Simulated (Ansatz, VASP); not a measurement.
## GaSe: VASP beside Ansatz

```xyz
8
Lattice="3.7695 0.0000 0.0000 -1.8847 3.2645 0.0000 0.0000 0.0000 15.9652" Properties=species:S:1:pos:R:3 pbc="T T T"
Ga    0.0000    2.1763    2.7697
Ga    1.8847    1.0882   10.7523
Ga    0.0000    2.1763    5.2129
Ga    1.8847    1.0882   13.1955
Se    0.0000    2.1763    9.5743
Se    1.8847    1.0882    1.5917
Se    0.0000    2.1763   14.3735
Se    1.8847    1.0882    6.3909
```

Alike in both runs: task relaxation of cell and atoms; functional PBE; k mesh 9 × 9 × 2; occupations gaussian, width 0.02 eV; no spin polarisation.

```csv
,VASP,Ansatz
version,VASP 6.6.1,Ansatz 0.2.0
potentials or method,"VASP PAW PBE potentials, release 64 (Ga_d, Se), cutoff 500 eV","scalar-relativistic, plane waves, PAW"
valence electrons in the cell,76,116
```

```tsv
	VASP	Ansatz	Ansatz less VASP
gap on the k mesh at the Fermi level, each at its own relaxed structure (eV)	1.18	1.35	+0.176
relaxed volume (Å³/atom)	27.75	28.78	+1.032
relaxed cell length with the largest relative difference (Å)	17.585	18.259	+0.6744
```

VASP's potentials hold 76 valence electrons a cell and Ansatz's 116, so a difference there can come from the potentials and not from the codes.
